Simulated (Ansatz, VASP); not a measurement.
# One calculation of MoW3, two programs

```
Mo W
1.0
     3.17664    0.00000    0.00000
     0.00000    3.17664    0.00000
     0.00000    0.00000    6.35571
Mo W
1 3
Direct
  0.00000 0.00000 0.00000
  0.50000 0.50000 0.24929
  0.00000 0.00000 0.50000
  0.50000 0.50000 0.75071
```

Alike in both runs: functional PBE; k mesh 6 × 6 × 3; occupations gaussian, width 0.2 eV; no spin polarisation.

Ansatz relaxed the structure, and its values are those at the end. VASP's run is a single point on that final structure, the one shown.

|  | VASP | Ansatz |
| --- | --- | --- |
| version | VASP 6.6.1 | Ansatz 0.2.0 |
| potentials or method | VASP PAW PBE potentials, release 64 (Mo_sv, W_sv), cutoff 500 eV | scalar-relativistic, plane waves, PAW |
| valence electrons in the cell | 56 | 56 |

VASP gave:

```
gap on the k mesh at the Fermi level (eV) : none
pressure (GPa)                            : 0.6
```

Which values does Ansatz return?

gap on the k mesh at the Fermi level (eV): none; pressure (GPa): 0.1.

A gap of «none» marks a metal or a gap that the smearing closes.

Spin-orbit coupling is off throughout.
